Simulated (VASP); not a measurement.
Input of a VASP 6.6.1 run:

The input INCAR:

```
PREC     = Accurate       # precision mode
ENCUT    = 600            # plane-wave cutoff, eV
EDIFF    = 1E-7           # SCF threshold, eV
ISMEAR   = 0              # smearing method
SIGMA    = 0.1            # smearing width, eV
LREAL    = Auto         
LASPH    = T              # aspherical terms in the spheres
NELM     = 60             # most SCF steps
ALGO     = Normal         # electronic algorithm
ISIF     = 3              # what is computed and relaxed
LWAVE    = F              # write WAVECAR
LCHARG   = F              # write CHGCAR
GGA      = PE             # functional
IBRION   = 2              # ionic algorithm
NSW      = 90             # ionic steps
EDIFFG   = -0.04          # ionic threshold
```

Contents of KPOINTS:

```
Automatic mesh
0
Gamma
  4 4 4
```

File POSCAR:

```
Sr2CdAgC6N6
1.0
    0.0000000000      5.2910000000      5.2910000000
    5.2910000000      0.0000000000      5.2910000000
    5.2910000000      5.2910000000      0.0000000000
Sr Cd Ag C N
2 1 1 6 6
Direct
    0.2500000000      0.2500000000      0.2500000000
    0.7500000000      0.7500000000      0.7500000000
    0.0000000000      0.0000000000      0.0000000000
    0.5000000000      0.5000000000      0.5000000000
    0.8109053100      0.1890946900      0.1890946900
    0.1890946900      0.8109053100      0.1890946900
    0.1890946900      0.1890946900      0.8109053100
    0.1890946900      0.8109053100      0.8109053100
    0.8109053100      0.1890946900      0.8109053100
    0.8109053100      0.8109053100      0.1890946900
    0.7003402000      0.2996598000      0.2996598000
    0.2996598000      0.7003402000      0.2996598000
    0.2996598000      0.2996598000      0.7003402000
    0.2996598000      0.7003402000      0.7003402000
    0.7003402000      0.2996598000      0.7003402000
    0.7003402000      0.7003402000      0.2996598000
```

Potentials or basis: VASP PAW PBE potentials, release 64 (Sr_sv, Cd, Ag, C, N).

Command:

```bash
$ cat potpaw_PBE.64/Sr_sv/POTCAR potpaw_PBE.64/Cd/POTCAR potpaw_PBE.64/Ag/POTCAR potpaw_PBE.64/C/POTCAR potpaw_PBE.64/N/POTCAR > POTCAR
$ mpirun -np 1 vasp_std > vasp.out
```

What does it give for the space group after relaxing (to 0.1 Å)?

Fm-3m (No. 225).

What does it give for the relaxed volume?

26.16 Å³/atom.

Forces in eV/Å, atoms in the order of the input:
```
Sr   0.000  0.000  0.000
Sr   0.000  0.000  0.000
Cd   0.000  0.000  0.000
Ag   0.000  0.000  0.000
C    0.001  0.000  0.000
C    0.000  0.001  0.000
C    0.000  0.000  0.001
C   -0.001  0.000  0.000
C    0.000 -0.001  0.000
C    0.000  0.000 -0.001
N    0.027  0.000  0.000
N    0.000  0.027  0.000
N    0.000  0.000  0.027
N   -0.027  0.000  0.000
N    0.000 -0.027  0.000
N    0.000  0.000 -0.027
```

Caveat: the volume moved by over 15 % at a fixed basis, so the end points are rough.
